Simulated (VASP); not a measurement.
# GaP (F-43m) in VASP: single point with PBE0

Aim: the single point of GaP with PBE0.

All numbers are computed with VASP 6.6.1; they aren't measurements. Logs are shortened: lines on timing, memory, paths and dates and some standing lists are left out, and cuts for length are marked.

## Step 1: The cell of the first run

Symmetry: F-43m, No. 216, cubic system. The conventional cell has a = 5.451 Å, b = 5.451 Å, c = 5.451 Å, α = 90.00°, β = 90.00°, γ = 90.00°. Ga (site symmetry -43m) has 4 P at 2.36 Å within 3.1 Å. Within 3.1 Å of P (site symmetry -43m) lie 4 Ga at 2.36 Å.

## Step 2: Single point, PBE0

POSCAR

```
GaP
1.0
    0.0000000000      2.7253992985      2.7253992985
    2.7253992985      0.0000000000      2.7253992985
    2.7253992985      2.7253992985      0.0000000000
Ga P
1 1
Direct
    0.0000000000      0.0000000000      0.0000000000
    0.2500000000      0.2500000000      0.2500000000
```

INCAR.step1

```
SYSTEM = GaP
ALGO     = Normal         ! electronic algorithm
EDIFF    = 1E-5           ! SCF threshold, eV
ENCUT    = 520            ! plane-wave cutoff, eV
GGA      = PE             ! functional
ISIF     = 2              ! what is computed and relaxed
ISMEAR   = 0              ! smearing method
LASPH    = .TRUE.         ! aspherical terms in the spheres
LCHARG   = .FALSE.        ! write CHGCAR
LREAL    = .FALSE.        ! projectors in reciprocal space
LWAVE    = .TRUE.         ! write WAVECAR
NBANDS   = 16             ! bands
NELM     = 60             ! most SCF steps
PREC     = Accurate       ! precision mode
SIGMA    = 0.01           ! smearing width, eV
```

INCAR.step2

```
SYSTEM = GaP
AEXX     = 0.25           ! exact-exchange fraction
ALGO     = Normal         ! electronic algorithm
EDIFF    = 1E-6           ! SCF threshold, eV
ENCUT    = 520            ! plane-wave cutoff, eV
GGA      = PE             ! functional
ISIF     = 2              ! what is computed and relaxed
ISMEAR   = 0              ! smearing method
ISTART   = 1            
LASPH    = .TRUE.         ! aspherical terms in the spheres
LCHARG   = .FALSE.        ! write CHGCAR
LHFCALC  = .TRUE.         ! exact exchange
LREAL    = .FALSE.        ! projectors in reciprocal space
LWAVE    = .FALSE.        ! write WAVECAR
NBANDS   = 16             ! bands
NELM     = 60             ! most SCF steps
PREC     = Accurate       ! precision mode
PRECFOCK = Normal       
SIGMA    = 0.01           ! smearing width, eV
```

KPOINTS

```
k-points
0
G
  6 6 6
  0 0 0
```

Potentials or basis: VASP PAW PBE potentials, release 64 (Ga_d, P).

Command:

```console
> cat potpaw_PBE.64/Ga_d/POTCAR potpaw_PBE.64/P/POTCAR > POTCAR
> cp INCAR.step1 INCAR
> mpirun -np 1 vasp_std > vasp.out
> cp INCAR.step2 INCAR
> mpirun -np 1 vasp_std > vasp.out
```

OUTCAR:

```text
SYSTEM = GaP
   AEXX = 0.25
   EDIFF = 1E-6
   ENCUT = 520
   GGA = PE
   ISIF = 2
   ISMEAR = 0
   ISTART = 1
   LASPH = .TRUE.
   LHFCALC = .TRUE.
   LREAL = .FALSE.
   NELM = 60
   PREC = Accurate
   PRECFOCK = Normal

 ion  position               nearest neighbor table
   1  0.000  0.000  0.000-   2 2.36   2 2.36   2 2.36   2 2.36
   2  0.250  0.250  0.250-   1 2.36   1 2.36   1 2.36   1 2.36

  LATTYP: Found a face centered cubic cell.
 ALAT       =     5.4507985970

  Lattice vectors:

 A1 = (   0.0000000000,   2.7253992985,   2.7253992985)
 A2 = (   2.7253992985,   0.0000000000,   2.7253992985)
 A3 = (   2.7253992985,   2.7253992985,   0.0000000000)

Analysis of symmetry for initial positions (statically):
=====================================================================
 Subroutine PRICEL returns:
 Original cell was already a primitive cell.

 Routine SETGRP: Setting up the symmetry group for a
 face centered cubic supercell.

 Subroutine GETGRP returns: Found 24 space group operations
 (whereof 24 operations were pure point group operations)
 out of a pool of 48 trial point group operations.

The static configuration has the point symmetry T_d .

Analysis of symmetry for dynamics (positions and initial velocities):
=====================================================================
 Subroutine PRICEL returns:
 Original cell was already a primitive cell.

 Routine SETGRP: Setting up the symmetry group for a
 face centered cubic supercell.

 Subroutine GETGRP returns: Found 24 space group operations
 (whereof 24 operations were pure point group operations)
 out of a pool of 48 trial point group operations.

The dynamic configuration has the point symmetry T_d .

 Subroutine INISYM returns: Found 24 space group operations
 (whereof 24 operations are pure point group operations),
 and found     1 'primitive' translations

----------------------------------------------------------------------------------------

                                     Primitive cell

  volume of cell :      40.4874

  direct lattice vectors                    reciprocal lattice vectors
     0.000000000  2.725399299  2.725399299    -0.183459356  0.183459356  0.183459356
     2.725399299  0.000000000  2.725399299     0.183459356 -0.183459356  0.183459356
     2.725399299  2.725399299  0.000000000     0.183459356  0.183459356 -0.183459356

  length of vectors
     3.854296651  3.854296651  3.854296651     0.317760926  0.317760926  0.317760926

  position of ions in fractional coordinates (direct lattice)
     0.000000000  0.000000000  0.000000000
     0.250000000  0.250000000  0.250000000

  ion indices of the primitive-cell ions
   primitive index   ion index
                 1           1
                 2           2

----------------------------------------------------------------------------------------

 KPOINTS: k-points

Automatic generation of k-mesh.
 Grid dimensions read from file:
 generate k-points for:    6    6    6

 Generating k-lattice:

  Cartesian coordinates                     Fractional coordinates (reciprocal lattice)
    -0.030576559  0.030576559  0.030576559     0.166666667  0.000000000  0.000000000
     0.030576559 -0.030576559  0.030576559     0.000000000  0.166666667  0.000000000
     0.030576559  0.030576559 -0.030576559     0.000000000  0.000000000  0.166666667

  Length of vectors
     0.052960154  0.052960154  0.052960154

  Shift w.r.t. Gamma in fractional coordinates (k-lattice)
     0.000000000  0.000000000  0.000000000

 Subroutine IBZKPT returns following result:
 ===========================================

 Found     16 irreducible k-points:

 Following reciprocal coordinates:
            Coordinates               Weight
  0.000000  0.000000  0.000000      1.000000
  0.166667  0.000000  0.000000      8.000000
  0.333333  0.000000  0.000000      8.000000
  0.500000  0.000000  0.000000      4.000000
  0.166667  0.166667  0.000000      6.000000
  0.333333  0.166667  0.000000     24.000000
[... 8 lines left out ...]
 -0.333333  0.333333  0.166667     24.000000
 -0.333333  0.500000  0.166667     12.000000
   k-points           NKPTS =     16   k-points in BZ     NKDIM =    216   number of bands    NBANDS=     16
   number of dos      NEDOS =    301   number of ions     NIONS =      2
   total plane-waves  NPLWV =  27000
   dimension x,y,z NGX =    30 NGY =   30 NGZ =   30
   dimension x,y,z NGXF=    60 NGYF=   60 NGZF=   60
   ions per type =               1   1
   NGX,Y,Z   is equivalent  to a cutoff of  12.94, 12.94, 12.94 a.u.
   NGXF,Y,Z  is equivalent  to a cutoff of  25.88, 25.88, 25.88 a.u.
 SYSTEM =  GaP
   PREC   = accura    normal or accurate (medium, high low for compatibility)
   ISTART =      1    job   : 0-new  1-cont  2-samecut
   ICHARG =      0    charge: 1-file 2-atom 10-const
   ISPIN  =      1    spin polarized calculation?
   LNONCOLLINEAR =      F non collinear calculations
   LSORBIT =      F    spin-orbit coupling
   LASPH  =      T    aspherical Exc in radial PAW
   ENCUT  =  520.0 eV  38.22 Ry    6.18 a.u.   7.17  7.17  7.17*2*pi/ulx,y,z
   NELM   =     60;   NELMIN=  2; NELMDL=  0     # of ELM steps
   EDIFF  = 0.1E-05   stopping-criterion for ELM
   LREAL  =      F    real-space projection
   EDIFFG = 0.1E-04   stopping-criterion for IOM
   NSW    =      0    number of steps for IOM
   IBRION =     -1    ionic relax: 0-MD 1-quasi-New 2-CG
   NFREE  =      0    steps in history (QN), initial steepest desc. (CG)
   ISIF   =      2    stress and relaxation
   ISYM   =      3    0-nonsym 1-usesym 2-fastsym
   POTIM  = 0.5000    time-step for ionic-motion
   TEBEG  =    0.0;   TEEND  =   0.0 temperature during run
   PSTRESS=    0.0 pullay stress
   NELECT =      18.0000    total number of electrons
   NUPDOWN=      -1.0000    fix difference up-down
   EMIN   =  10.00;   EMAX   =-10.00  energy-range for DOS
   EFERMI =   0.00;   METHOD = LEGACY
   ISMEAR =     0;   SIGMA  =   0.01  broadening in eV -4-tet -1-fermi 0-gaus
   EFERMI_NEDOS =   21; number of points for ismear=-14 and -15
   IALGO  =     38    algorithm
   IMIX   =      1    mixing-type and parameters
     AMIX     =   0.40;   BMIX     =  1.00
     AMIX_MAG =   1.60;   BMIX_MAG =  1.00
  volume/ion in A,a.u.               =      20.24       136.61
  Fermi-wavevector in a.u.,A,eV,Ry     =   1.249469  2.361154 21.241049  1.561173
  Thomas-Fermi vector in A             =   2.383508
   LORBIT       =      0    0 simple, 1 ext, 2 COOP (PROOUT), +10 PAW based schemes
   GGA     = PE    functional components
   LHFCALC =     T    Hartree Fock is set to
   PRECFOCK=normal    Normal, Fast or Accurate (Low or Medium for compatibility)
   ENCUT4O =  -1.0   cutoff for four orbital integrals eV
   NKREDX  =     1    reduce k-point grid by
   NKREDY  =     1    reduce k-point grid by
   NKREDZ  =     1    reduce k-point grid by
   AEXX    =    0.2500 exact exchange contribution
   HFSCREEN=    0.0000 screening length (either q_TF or 0.3 A-1)
   HFSCREENC=   0.0000 screening length for correlation (either q_TF or 0.3 A-1)
   ENCUTFOCK=  -1.0 apply spherical cutoff to Coloumb kernel
   IVDW    =     0    specifies the selected vdW correction
   LEPSILON=     F    determine dielectric tensor
   LRPA    =     F    only Hartree local field effects (RPA)
 non-spin polarized calculation
 Gauss-broadening in eV      SIGMA  =   0.01
  energy-cutoff  :      520.00
  volume of cell :       40.49
 maximum number of plane-waves:      1113
 NGX is ok and might be reduce to    30
  NGX = 24; NGY = 24; NGZ = 24

 number of electron      17.9999989 magnetization

 Free energy of the ion-electron system (eV)
  ---------------------------------------------------
  ext. energy  EPLUGINS =         0.00000000
  ---------------------------------------------------
  free energy    TOTEN  =       -11.68408978 eV

  energy without entropy =      -11.68408978  energy(sigma->0) =      -11.68408978

 E-fermi :   3.9424     XC(G=0):  -7.7697

 val. band max:        3.8623677690   @ k =   0.0000   0.0000   0.0000
 cond. band min:       6.8404574884   @ k =   0.5000   0.5000   0.0000
 fundamental gap:      2.9780897194
 Fermi energy:         3.9424037608

 k-point     1 :       0.0000    0.0000    0.0000
  band No.  band energies     occupation
      1     -13.2522      2.00000
      2     -13.2522      2.00000
      3     -13.2522      2.00000
      4     -13.1509      2.00000
      5     -13.1509      2.00000
      6     -10.0056      2.00000
[... 8 lines left out ...]
     15      15.5079      0.00000
     16      15.5079      0.00000

 k-point     2 :       0.1667    0.0000    0.0000
  band No.  band energies     occupation
      1     -13.2673      2.00000
      2     -13.2450      2.00000
      3     -13.2450      2.00000
      4     -13.1510      2.00000
      5     -13.1510      2.00000
      6      -9.6235      2.00000
[... 8 lines left out ...]
     15      14.5993      0.00000
     16      15.7187      0.00000

 k-point     3 :       0.3333    0.0000    0.0000
  band No.  band energies     occupation
      1     -13.2961      2.00000
      2     -13.2331      2.00000
      3     -13.2331      2.00000
      4     -13.1485      2.00000
      5     -13.1485      2.00000
      6      -8.5984      2.00000
[... 8 lines left out ...]
     15      15.3655      0.00000
     16      15.3655      0.00000

 k-point     4 :       0.5000    0.0000    0.0000
  band No.  band energies     occupation
      1     -13.3100      2.00000
      2     -13.2286      2.00000
      3     -13.2286      2.00000
      4     -13.1456      2.00000
      5     -13.1456      2.00000
      6      -7.7729      2.00000
[... 8 lines left out ...]
     15      17.6080      0.00000
     16      17.6080      0.00000

 k-point     5 :       0.1667    0.1667    0.0000
  band No.  band energies     occupation
      1     -13.2792      2.00000
      2     -13.2378      2.00000
      3     -13.2378      2.00000
      4     -13.1574      2.00000
      5     -13.1463      2.00000
      6      -9.4953      2.00000
[... 8 lines left out ...]
     15      15.9766      0.00000
     16      16.6128      0.00000

 k-point     6 :       0.3333    0.1667    0.0000
  band No.  band energies     occupation
      1     -13.3016      2.00000
      2     -13.2273      2.00000
      3     -13.2244      2.00000
      4     -13.1608      2.00000
      5     -13.1427      2.00000
      6      -8.6689      2.00000
[... 8 lines left out ...]
     15      16.5393      0.00000
     16      17.3629      0.00000
[... 115 lines left out ...]
 k-point    13 :       0.5000    0.5000    0.0000
  band No.  band energies     occupation
      1     -13.3456      2.00000
      2     -13.1926      2.00000
      3     -13.1926      2.00000
      4     -13.1824      2.00000
      5     -13.1322      2.00000
      6      -6.7939      2.00000
[... 8 lines left out ...]
     15      18.3660      0.00000
     16      18.8798      0.00000

 k-point    14 :       0.5000    0.3333    0.1667
  band No.  band energies     occupation
      1     -13.3170      2.00000
      2     -13.2202      2.00000
      3     -13.2102      2.00000
      4     -13.1638      2.00000
      5     -13.1419      2.00000
      6      -7.7521      2.00000
[... 8 lines left out ...]
     15      17.7360      0.00000
     16      19.3091      0.00000

 k-point    15 :      -0.3333    0.3333    0.1667
  band No.  band energies     occupation
      1     -13.3213      2.00000
      2     -13.2202      2.00000
      3     -13.2038      2.00000
      4     -13.1613      2.00000
      5     -13.1446      2.00000
      6      -7.0493      2.00000
[... 8 lines left out ...]
     15      18.4232      0.00000
     16      18.7389      0.00000

 k-point    16 :      -0.3333    0.5000    0.1667
  band No.  band energies     occupation
      1     -13.3319      2.00000
      2     -13.2103      2.00000
      3     -13.1955      2.00000
      4     -13.1706      2.00000
      5     -13.1397      2.00000
      6      -6.7229      2.00000
[... 8 lines left out ...]
     15      17.9059      0.00000
     16      19.6667      0.00000

------------------------ aborting loop because EDIFF is reached ----------------------------------------

  FORCE on cell =-STRESS in cart. coord.  units (eV):
  Direction    XX          YY          ZZ          XY          YZ          ZX
  --------------------------------------------------------------------------------------
  -------------------------------------------------------------------------------------
  Total        0.0766566      0.0766566      0.0766566     -0.0000000      0.0000000     -0.0000000
  in kB        3.0334713      3.0334713      3.0334713     -0.0000000      0.0000000     -0.0000000
  external PRESSURE =       3.0334713 kB  Pullay stress =       0.0000000 kB

 VOLUME and BASIS-vectors are now :
 -----------------------------------------------------------------------------
  energy-cutoff  :      520.00
  volume of cell :       40.49
      direct lattice vectors                 reciprocal lattice vectors
     0.000000000  2.725399299  2.725399299    -0.183459356  0.183459356  0.183459356
     2.725399299  0.000000000  2.725399299     0.183459356 -0.183459356  0.183459356
     2.725399299  2.725399299  0.000000000     0.183459356  0.183459356 -0.183459356

 POSITION                                       TOTAL-FORCE (eV/Angst)
 -----------------------------------------------------------------------------------
      0.00000      0.00000      0.00000         0.000000     -0.000000      0.000000
      1.36270      1.36270      1.36270        -0.000000      0.000000     -0.000000
 -----------------------------------------------------------------------------------
    total drift:                               -0.000040     -0.000038     -0.000028

  FREE ENERGIE OF THE ION-ELECTRON SYSTEM (eV)
  ---------------------------------------------------
  free  energy   TOTEN  =       -11.6840897843 eV

  energy  without entropy=      -11.6840897843  energy(sigma->0) =      -11.68408978
```

It took 19 min on 1 thread of Intel Xeon Platinum 8559C (Emerald Rapids), shared host; peak memory 0.19 GiB.

Results:

- Free energy: -11.6841 eV
- Pressure: 0.3 GPa
- Band gap on the k mesh: 2.98 eV (least direct gap 3.47 eV)

Caveat: the PAW data sets were made with another functional, which shifts forces and pressure a little. A k mesh can miss the band edges.
